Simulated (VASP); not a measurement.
## BP: single point with r2SCAN

The system is BP.

```
B P
1.0
     0.00000    2.22188    2.22188
     2.22188    0.00000    2.22188
     2.22188    2.22188    0.00000
B P
1 1
Cartesian
  0.0000 0.0000 0.0000
  1.1109 1.1109 1.1109
```

| Quantity | Value |
| --- | --- |
| Program | VASP 6.6.1 |
| Task | single point |
| Functional | r2SCAN |
| Potentials or basis | VASP PAW PBE potentials, release 64 (B, P) |
| Cutoff | 520 eV |
| k mesh | 10 × 10 × 10 |
| Occupations | fermi-dirac, width 0.02 eV |
| Spin | no spin polarisation |

- Pressure: 11.2 GPa
- Band gap on the k mesh: 1.36 eV, indirect (least direct gap 3.74 eV)

Levels at points of the mesh, in eV from the valence-band top:
```
           k point  band 2  band 3  band 4  band 5  band 6  band 7
(0.00, 0.00, 0.00)    0.00    0.00    0.00    3.74    3.74    3.74
(0.50, 0.00, 0.00)   -9.98   -1.94   -1.94    4.54    5.07    5.07
(0.50, 0.50, 0.00)   -9.47   -4.58   -4.58    1.41    1.86   13.69
```

Wall time 39 s on 1 thread of AMD EPYC 7R43 64-Core Processor (Zen 3) (shared host), peak memory 0.11 GiB.

Caveat: the PAW data sets were made with another functional, which shifts forces and pressure a little. A k mesh can miss the band edges.
